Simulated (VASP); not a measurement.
# PbS (Fm-3m) in VASP: a series of runs, part 2 of 2

VASP 6.6.1. The steps go on from the part before.

**4. Single point, PBEsol**

INCAR

```
ALGO = Normal
EDIFF = 1E-6
ENCUT = 520
GGA = PS
ISIF = 2
ISMEAR = -1
LASPH = True
LCHARG = False
LREAL = False
LWAVE = False
NBANDS = 17
NELM = 60
PREC = Accurate
SIGMA = 0.06
```

KPOINTS

```
k-points
0
Gamma
  8 8 8
```

POSCAR

```
PbS
1.0
    0.0000000000      3.0326290000      3.0326290000
    3.0326290000      0.0000000000      3.0326290000
    3.0326290000      3.0326290000      0.0000000000
Pb S
1 1
Direct
    0.0000000000      0.0000000000      0.0000000000
    0.5000000000      0.5000000000      0.5000000000
```

Potentials or basis: VASP PAW PBE potentials, release 64 (Pb_d, S).

Launch:

```console
$ cat potpaw_PBE.64/Pb_d/POTCAR potpaw_PBE.64/S/POTCAR > POTCAR
$ mpirun -np 1 vasp_std > vasp.out
```

OUTCAR:

```text
EDIFF = 1E-6
   ENCUT = 520
   GGA = PS
   ISIF = 2
   ISMEAR = -1
   LASPH = True
   LREAL = False
   NELM = 60
   PREC = Accurate

 ion  position               nearest neighbor table
   1  0.000  0.000  0.000-   2 3.03   2 3.03   2 3.03   2 3.03   2 3.03   2 3.03
   2  0.500  0.500  0.500-   1 3.03   1 3.03   1 3.03   1 3.03   1 3.03   1 3.03

  LATTYP: Found a face centered cubic cell.
 ALAT       =     6.0652580000

  Lattice vectors:

 A1 = (   0.0000000000,   3.0326290000,   3.0326290000)
 A2 = (   3.0326290000,   0.0000000000,   3.0326290000)
 A3 = (   3.0326290000,   3.0326290000,   0.0000000000)

Analysis of symmetry for initial positions (statically):
=====================================================================
 Subroutine PRICEL returns:
 Original cell was already a primitive cell.

 Routine SETGRP: Setting up the symmetry group for a
 face centered cubic supercell.

 Subroutine GETGRP returns: Found 48 space group operations
 (whereof 48 operations were pure point group operations)
 out of a pool of 48 trial point group operations.

The static configuration has the point symmetry O_h .

Analysis of symmetry for dynamics (positions and initial velocities):
=====================================================================
 Subroutine PRICEL returns:
 Original cell was already a primitive cell.

 Routine SETGRP: Setting up the symmetry group for a
 face centered cubic supercell.

 Subroutine GETGRP returns: Found 48 space group operations
 (whereof 48 operations were pure point group operations)
 out of a pool of 48 trial point group operations.

The dynamic configuration has the point symmetry O_h .

 Subroutine INISYM returns: Found 48 space group operations
 (whereof 48 operations are pure point group operations),
 and found     1 'primitive' translations

----------------------------------------------------------------------------------------

                                     Primitive cell

  volume of cell :      55.7812

  direct lattice vectors                    reciprocal lattice vectors
     0.000000000  3.032629000  3.032629000    -0.164873448  0.164873448  0.164873448
     3.032629000  0.000000000  3.032629000     0.164873448 -0.164873448  0.164873448
     3.032629000  3.032629000  0.000000000     0.164873448  0.164873448 -0.164873448

  length of vectors
     4.288785061  4.288785061  4.288785061     0.285569189  0.285569189  0.285569189

  position of ions in fractional coordinates (direct lattice)
     0.000000000  0.000000000  0.000000000
     0.500000000  0.500000000  0.500000000

  ion indices of the primitive-cell ions
   primitive index   ion index
                 1           1
                 2           2

----------------------------------------------------------------------------------------

 KPOINTS: k-points

Automatic generation of k-mesh.
 Grid dimensions read from file:
 generate k-points for:    8    8    8

 Generating k-lattice:

  Cartesian coordinates                     Fractional coordinates (reciprocal lattice)
    -0.020609181  0.020609181  0.020609181     0.125000000  0.000000000  0.000000000
     0.020609181 -0.020609181  0.020609181     0.000000000  0.125000000  0.000000000
     0.020609181  0.020609181 -0.020609181     0.000000000  0.000000000  0.125000000

  Length of vectors
     0.035696149  0.035696149  0.035696149

  Shift w.r.t. Gamma in fractional coordinates (k-lattice)
     0.000000000  0.000000000  0.000000000

 Subroutine IBZKPT returns following result:
 ===========================================

 Found     29 irreducible k-points:

 Following reciprocal coordinates:
            Coordinates               Weight
  0.000000  0.000000  0.000000      1.000000
  0.125000  0.000000  0.000000      8.000000
  0.250000  0.000000  0.000000      8.000000
  0.375000  0.000000  0.000000      8.000000
  0.500000  0.000000  0.000000      4.000000
  0.125000  0.125000  0.000000      6.000000
[... 16 lines left out ...]
  0.500000  0.250000  0.125000     48.000000
 -0.375000  0.250000  0.125000     24.000000
 [... further k-points ...]
   k-points           NKPTS =     29   k-points in BZ     NKDIM =     29   number of bands    NBANDS=     17
   number of dos      NEDOS =    301   number of ions     NIONS =      2
   total plane-waves  NPLWV =  32768
   dimension x,y,z NGX =    32 NGY =   32 NGZ =   32
   dimension x,y,z NGXF=    64 NGYF=   64 NGZF=   64
   ions per type =               1   1
   NGX,Y,Z   is equivalent  to a cutoff of  12.40, 12.40, 12.40 a.u.
   NGXF,Y,Z  is equivalent  to a cutoff of  24.81, 24.81, 24.81 a.u.
 SYSTEM =  unknown system
   PREC   = accura    normal or accurate (medium, high low for compatibility)
   ISTART =      0    job   : 0-new  1-cont  2-samecut
   ICHARG =      2    charge: 1-file 2-atom 10-const
   ISPIN  =      1    spin polarized calculation?
   LNONCOLLINEAR =      F non collinear calculations
   LSORBIT =      F    spin-orbit coupling
   LASPH  =      T    aspherical Exc in radial PAW
   ENCUT  =  520.0 eV  38.22 Ry    6.18 a.u.   7.97  7.97  7.97*2*pi/ulx,y,z
   NELM   =     60;   NELMIN=  2; NELMDL= -5     # of ELM steps
   EDIFF  = 0.1E-05   stopping-criterion for ELM
   LREAL  =      F    real-space projection
   EDIFFG = 0.1E-04   stopping-criterion for IOM
   NSW    =      0    number of steps for IOM
   IBRION =     -1    ionic relax: 0-MD 1-quasi-New 2-CG
   NFREE  =      0    steps in history (QN), initial steepest desc. (CG)
   ISIF   =      2    stress and relaxation
   ISYM   =      2    0-nonsym 1-usesym 2-fastsym
   POTIM  = 0.5000    time-step for ionic-motion
   TEBEG  =    0.0;   TEEND  =   0.0 temperature during run
   PSTRESS=    0.0 pullay stress
   NELECT =      20.0000    total number of electrons
   NUPDOWN=      -1.0000    fix difference up-down
   EMIN   =  10.00;   EMAX   =-10.00  energy-range for DOS
   EFERMI =   0.00;   METHOD = LEGACY
   ISMEAR =    -1;   SIGMA  =   0.06  broadening in eV -4-tet -1-fermi 0-gaus
   EFERMI_NEDOS =   21; number of points for ismear=-14 and -15
   IALGO  =     38    algorithm
   IMIX   =      4    mixing-type and parameters
     AMIX     =   0.40;   BMIX     =  1.00
     AMIX_MAG =   1.60;   BMIX_MAG =  1.00
  volume/ion in A,a.u.               =      27.89       188.22
  Fermi-wavevector in a.u.,A,eV,Ry     =   1.163025  2.197798 18.403595  1.352626
  Thomas-Fermi vector in A             =   2.299579
   LORBIT       =      0    0 simple, 1 ext, 2 COOP (PROOUT), +10 PAW based schemes
   GGA     = PS    functional components
   LHFCALC =     F    Hartree Fock is set to
   AEXX    =    0.0000 exact exchange contribution
   IVDW    =     0    specifies the selected vdW correction
   LEPSILON=     F    determine dielectric tensor
   LRPA    =     F    only Hartree local field effects (RPA)
 non-spin polarized calculation
  energy-cutoff  :      520.00
  volume of cell :       55.78
 maximum number of plane-waves:      1524
   NGX = 15   NGY = 15   NGZ = 15

 number of electron      20.0000006 magnetization

 Free energy of the ion-electron system (eV)
  ---------------------------------------------------
  ext. energy  EPLUGINS =         0.00000000
  ---------------------------------------------------
  free energy    TOTEN  =        -9.39824093 eV

  energy without entropy =       -9.39807027  energy(sigma->0) =       -9.39815560

 E-fermi :   5.0148     XC(G=0):  -9.5782

 val. band max:        4.7749051488   @ k =   0.5000   0.0000   0.0000
 cond. band min:       5.2544460625   @ k =   0.5000   0.0000   0.0000
 fundamental gap:      0.4795409137
 Fermi energy:         5.0148250314

 k-point     1 :       0.0000    0.0000    0.0000
  band No.  band energies     occupation
      1     -11.8090      2.00000
      2     -11.8090      2.00000
      3     -11.8090      2.00000
      4     -11.7939      2.00000
      5     -11.7939      2.00000
      6      -8.1846      2.00000
[... 9 lines left out ...]
     16      11.6407      0.00000
     17      13.4612      0.00000

 k-point     2 :       0.1250    0.0000    0.0000
  band No.  band energies     occupation
      1     -11.8083      2.00000
      2     -11.8064      2.00000
      3     -11.8064      2.00000
      4     -11.7946      2.00000
      5     -11.7946      2.00000
      6      -8.0636      2.00000
[... 9 lines left out ...]
     16      11.9866      0.00000
     17      14.4754      0.00000
[... 421 lines left out ...]
 k-point    24 :      -0.3750    0.2500    0.1250
  band No.  band energies     occupation
      1     -11.8440      2.00000
      2     -11.8075      2.00000
      3     -11.7951      2.00000
      4     -11.7854      2.00000
      5     -11.7692      2.00000
      6      -6.8953      2.00000
[... 9 lines left out ...]
     16      15.7221      0.00000
     17      15.8115      0.00000

 [... further k-points ...]
[... 5 lines left out ...]
  --------------------------------------------------------------------------------------
  -------------------------------------------------------------------------------------
  Total       -1.4476719     -1.4476719     -1.4476719     -0.0000000      0.0000000      0.0000000
  in kB      -41.5808035    -41.5808035    -41.5808035     -0.0000000      0.0000000      0.0000000
  external PRESSURE =     -41.5808035 kB  Pullay stress =       0.0000000 kB

 VOLUME and BASIS-vectors are now :
 -----------------------------------------------------------------------------
  energy-cutoff  :      520.00
  volume of cell :       55.78
      direct lattice vectors                 reciprocal lattice vectors
     0.000000000  3.032629000  3.032629000    -0.164873448  0.164873448  0.164873448
     3.032629000  0.000000000  3.032629000     0.164873448 -0.164873448  0.164873448
     3.032629000  3.032629000  0.000000000     0.164873448  0.164873448 -0.164873448

 POSITION                                       TOTAL-FORCE (eV/Angst)
 -----------------------------------------------------------------------------------
      0.00000      0.00000      0.00000         0.000000     -0.000000     -0.000000
      3.03263      3.03263      3.03263         0.000000      0.000000      0.000000
 -----------------------------------------------------------------------------------
    total drift:                                0.000000     -0.000000     -0.000000

  FREE ENERGIE OF THE ION-ELECTRON SYSTEM (eV)
  ---------------------------------------------------
  free  energy   TOTEN  =        -9.3982409330 eV

  energy  without entropy=       -9.3980702691  energy(sigma->0) =       -9.39815560
```

It took 11 s on 1 thread of Intel Xeon Platinum 8488C (Sapphire Rapids), shared host; peak memory 0.18 GiB.

Results:

```
Free energy            : -9.3982 eV
Pressure               : -4.2 GPa
Band gap on the k mesh : 0.48 eV, direct
```

Caveat: the PAW data sets were made with another functional, which shifts forces and pressure a little; spin-orbit coupling is left out, which moves the levels of the heavy elements. A k mesh can miss the band edges.

**5. Summary**

| level | potentials or basis | gap on the mesh (eV) | pressure (GPa) |
| --- | --- | --- | --- |
| LDA | VASP PAW LDA potentials, release 64 (Pb_d, S) | 0.42 | -5.6 |
| PBE | VASP PAW PBE potentials, release 64 (Pb_d, S) | 0.59 | -1.5 |
| PBEsol | VASP PAW PBE potentials, release 64 (Pb_d, S) | 0.48 | -4.2 |

Alike in all rows: task single point; no spin polarisation; cell as given; k mesh 8 × 8 × 8; cutoff (eV) 520; smearing fermi-dirac 0.06 eV.

Caveats: spin-orbit coupling is left out, which moves the levels of the heavy elements; the PAW data sets were made with another functional, which shifts forces and pressure a little (some runs).

Absolute energies hang on the potentials; compare differences alone.
